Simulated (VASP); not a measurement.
A run of VASP 6.6.1:

The input INCAR:

```
ALGO = Normal ; EDIFF = 1E-6
ENCUT = 520 ; GGA = PS
ISIF = 2 ; ISMEAR = 0
LASPH = True ; LCHARG = True
LELF = True ; LREAL = False
LVHAR = True ; LWAVE = False
NBANDS = 36 ; NELM = 80
PREC = Accurate ; SIGMA = 0.02
```

File KPOINTS:

```
k-points
0
Gamma
  6 6 6
```

The input POSCAR:

```
B6As
1.0
    2.9516286066      1.7041235706      3.7374167084
   -2.9516286066      1.7041235706      3.7374167084
    0.0000000000     -3.4082471412      3.7374167084
B As
12 2
Direct
    0.0192722134      0.0192722134      0.3250960601
    0.0192722134      0.3250960601      0.0192722134
    0.8208347217      0.2736051449      0.8208347217
    0.8208347217      0.8208347217      0.2736051449
    0.2736051449      0.8208347217      0.8208347217
    0.7263948551      0.1791652783      0.1791652783
    0.1791652783      0.7263948551      0.1791652783
    0.1791652783      0.1791652783      0.7263948551
    0.9807277866      0.6749039399      0.9807277866
    0.9807277866      0.9807277866      0.6749039399
    0.6749039399      0.9807277866      0.9807277866
    0.3250960601      0.0192722134      0.0192722134
    0.6023304113      0.6023304113      0.6023304113
    0.3976695887      0.3976695887      0.3976695887
```

Potentials or basis: VASP PAW PBE potentials, release 64 (B, As).

Run with:

```sh
$ cat potpaw_PBE.64/B/POTCAR potpaw_PBE.64/As/POTCAR > POTCAR
$ mpirun -np 1 vasp_std > vasp.out
```

Hardware: 1 thread of Intel(R) Xeon(R) Platinum 8488C (Sapphire Rapids) (shared host).

Problem. How long does it take, and how much memory?

Solution. Run time: 2 min on 1 thread of Intel(R) Xeon(R) Platinum 8488C (Sapphire Rapids), on a shared host, peak memory 0.28 GiB. Counts: scf iterations 14, k points 32.
